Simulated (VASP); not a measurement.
**TiPdBr3: relaxation of cell and atoms with PBE**

TiPdBr3:

```xyz
5
Lattice="4.6407 0.0000 0.0000 0.0000 4.6407 0.0000 0.0000 0.0000 4.6988" Properties=species:S:1:pos:R:3 pbc="T T T"
Ti    0.0000    0.0000    0.0000
Pd    2.3203    2.3203    2.4199
Br    2.3203    2.3203    4.5814
Br    0.0000    2.3203    2.2789
Br    2.3203    0.0000    2.2789
```

| Property | Result |
| --- | --- |
| Program | VASP 6.6.1 |
| Task | relaxation of cell and atoms |
| Functional | PBE |
| Potentials or basis | VASP PAW PBE potentials, release 64 (Ti_sv, Pd, Br) |
| Cutoff | 600 eV |
| k mesh | 4 × 4 × 4 |
| Occupations | gaussian, width 0.1 eV |
| Spin | collinear spin |
| Starting moments | [2.32, 0.0, 0.0, 0.0, 0.0] μB |
| Dipole correction | no |
| Further INCAR settings | ALGO = Normal; EDIFF = 1e-06; IBRION = 2; EDIFFG = -0.04; NSW = 90; ISIF = 3 |

```
Relaxed volume                                        : 30.13 Å³/atom
Relaxed cell                                          : a = 5.292 Å, b = 5.292 Å, c = 5.378 Å, α = 90.00°, β = 90.00°, γ = 90.00°
Space group after relaxing (to 0.1 Å)                 : P4mm (No. 99)
Energy gained by relaxing                             : 866.0 meV/atom
Ionic steps                                           : 48
Pressure after relaxing                               : -0.1 GPa
Largest force after relaxing                          : 0.038 eV/Å
Net moment                                            : 2.03 μB per cell
Site moments                                          : Ti +1.74; Pd -0.06; Br -0.01, -0.03 (each value once) μB
Valence electrons inside the program's atomic spheres : Ti 10.09; Pd 9.28; Br 4.83, 4.87 (each value once)
```

Forces on the atoms (eV/Å):
```
Ti   0.000  0.000 -0.038
Pd   0.000  0.000  0.032
Br   0.000  0.000  0.030
Br   0.000  0.000 -0.012
Br   0.000  0.000 -0.012
```

The path:
```
step  energy change (eV)  largest force (eV/Å)  pressure (GPa)  volume (Å³)
   1              0.0000                5.2705           28.84       101.19
   3             -2.7007                1.1548            2.22       132.69
   5             -2.7078                1.2513            1.20       135.85
   7             -2.7871                0.2911           -0.76       141.34
   9             -2.8013                0.1472            0.03       138.21
  11             -2.8031                0.1595            0.08       138.12
  13             -2.8202                0.2628            0.00       138.50
  15             -2.8781                1.0359            0.35       139.76
  17             -3.0829                1.1751            0.06       139.86
  19             -3.1389                2.0835            0.73       140.34
  21             -3.1392                2.0884            0.73       140.35
  23             -3.1402                2.1121            0.75       140.38
  25             -3.1434                2.2087            0.82       140.48
  27             -3.1482                2.3364            0.92       140.64
  29             -3.1721                2.2787            0.88       140.79
  31             -3.2647                2.0483            0.75       141.37
  33             -3.5674                1.1563            0.40       143.71
  35             -3.7709                0.4477            0.45       147.80
  37             -4.1865                0.2023           -0.49       150.17
  39             -4.3224                0.0624           -0.23       152.20
  41             -4.3237                0.0610           -0.12       151.52
  43             -4.3251                0.0711            0.11       150.58
  45             -4.3293                0.0568            0.04       150.43
  47             -4.3295                0.0500            0.03       150.38
  48             -4.3300                0.0379           -0.05       150.63
```

Final structure:
```cif
data_structure
_symmetry_space_group_name_H-M 'P 1'
_symmetry_Int_Tables_number 1
_cell_length_a 5.2925
_cell_length_b 5.2925
_cell_length_c 5.3775
_cell_angle_alpha 90.000
_cell_angle_beta 90.000
_cell_angle_gamma 90.000
_cell_volume 150.63
loop_
_atom_site_label
_atom_site_type_symbol
_atom_site_fract_x
_atom_site_fract_y
_atom_site_fract_z
_atom_site_occupancy
Ti1 Ti 0.00000 0.00000 0.29654 1
Pd1 Pd 0.50000 0.50000 0.41677 1
Br1 Br 0.50000 0.50000 0.91598 1
Br2 Br 0.00000 0.50000 0.41535 1
Br3 Br 0.50000 0.00000 0.41535 1
```

Levels at points of the mesh, in eV from the Fermi level:
Spin up:
```csv
k point,band 18,band 19,band 20,band 21,band 22,band 23,band 24,band 25,band 26
"(0.00, 0.00, 0.00)",-2.00,-1.96,-1.96,-1.86,-0.70,-0.47,0.25,0.25,0.68
"(0.50, 0.00, 0.00)",-1.89,-1.76,-1.52,-0.87,-0.65,-0.27,0.15,0.21,0.69
"(0.50, 0.50, 0.00)",-1.48,-1.48,-1.47,-0.86,-0.08,0.19,0.19,1.05,2.03
"(0.00, 0.00, 0.50)",-2.00,-1.03,-1.03,-0.85,-0.47,-0.43,0.22,0.22,0.68
"(0.50, 0.00, 0.50)",-1.58,-1.16,-1.02,-0.43,-0.26,0.16,0.17,0.69,1.27
"(0.50, 0.50, 0.50)",-1.13,-1.13,-0.58,-0.27,0.18,0.18,1.06,1.45,2.02
```
Spin down:
| k point | band 18 | band 19 | band 20 | band 21 | band 22 | band 23 |
| --- | --- | --- | --- | --- | --- | --- |
| (0.00, 0.00, 0.00) | -2.06 | -1.96 | -1.96 | -1.93 | 0.96 | 1.36 |
| (0.50, 0.00, 0.00) | -1.93 | -1.75 | -1.51 | -0.93 | 1.25 | 1.26 |
| (0.50, 0.50, 0.00) | -1.50 | -1.49 | -1.49 | 0.99 | 1.30 | 1.30 |
| (0.00, 0.00, 0.50) | -2.06 | -1.05 | -1.05 | -0.91 | 1.32 | 1.32 |
| (0.50, 0.00, 0.50) | -1.65 | -1.16 | -1.03 | 1.07 | 1.25 | 1.42 |
| (0.50, 0.50, 0.50) | -1.14 | -1.14 | 0.99 | 1.09 | 1.28 | 1.28 |

It took 43 min on 1 thread of Intel(R) Xeon(R) 6975P-C (Granite Rapids) (shared host), peak memory 0.39 GiB.

Caveat: the volume moved by over 15 % at a fixed basis, so the end points are rough; semilocal functionals often make such compounds metallic where correlation or magnetic order opens a gap, which also shifts bond lengths.
